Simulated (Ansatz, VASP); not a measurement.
InSb3 in VASP and in Ansatz

INCAR

```
ALGO = Normal ; EDIFF = 1E-6
ENCUT = 500 ; GGA = PS
GGA_COMPAT = F ; ISIF = 2
ISMEAR = 0 ; IVDW = 12
LASPH = T ; LCHARG = F
LREAL = F ; LWAVE = F
NBANDS = 22 ; NELM = 120
PREC = Accurate ; SIGMA = 0.1
```

File KPOINTS:

```
k-points
0
Gamma
  10 10 10
```

Contents of POSCAR:

```
InSb3
1.0
    0.0000000000      3.5487331696      3.5487331696
    3.5487331696      0.0000000000      3.5487331696
    3.5487331696      3.5487331696      0.0000000000
In Sb
1 3
Direct
    0.0000000000      0.0000000000      0.0000000000
    0.2500000000      0.2500000000      0.2500000000
    0.7500000000      0.7500000000      0.7500000000
    0.5000000000      0.5000000000      0.5000000000
```

Input for Ansatz:

```yaml
crystal:
  lattice:
    - [0.0, 3.5487331696, 3.5487331696]
    - [3.5487331696, 0.0, 3.5487331696]
    - [3.5487331696, 3.5487331696, 0.0]
  atoms:
    - { symbol: In, position: [0.0, 0.0, 0.0] }
    - { symbol: Sb, position: [0.25, 0.25, 0.25] }
    - { symbol: Sb, position: [0.75, 0.75, 0.75] }
    - { symbol: Sb, position: [0.5, 0.5, 0.5] }
basis:
  ecutwfc: 420
kpoints:
  mp_grid: { grid: [10, 10, 10] }
hamiltonian:
  xc: pbesol
  dispersion: d3bj
scf:
  occupations: { method: gaussian, width: 0.1 }
output:
  forces: true
  stress: true
  eigenvalues: true
```

Alike in both runs: task single point; functional PBEsol; dispersion D3(BJ); k mesh 10 × 10 × 10; occupations gaussian, width 0.1 eV; no spin polarisation.

|  | VASP | Ansatz |
| --- | --- | --- |
| version | VASP 6.6.1 | Ansatz 0.2.0 |
| potentials or method | VASP PAW PBE potentials, release 64 (In_d, Sb), cutoff 500 eV | scalar-relativistic, plane waves, PAW |
| valence electrons in the cell | 28 | 58 |

VASP gave:

| Property | Result |
| --- | --- |
| gap on the k mesh at the Fermi level (eV) | none |
| pressure (GPa) | 8.6 |

What did Ansatz give for the same quantities?

gap on the k mesh at the Fermi level (eV): none; pressure (GPa): 8.5.

VASP's potentials were made for PBE, not for PBEsol. A gap of «none» marks a metal or a gap that the smearing closes. VASP's potentials hold 28 valence electrons a cell and Ansatz's 58, so a difference there can come from the potentials and not from the codes.

Neither program's run includes spin-orbit coupling.
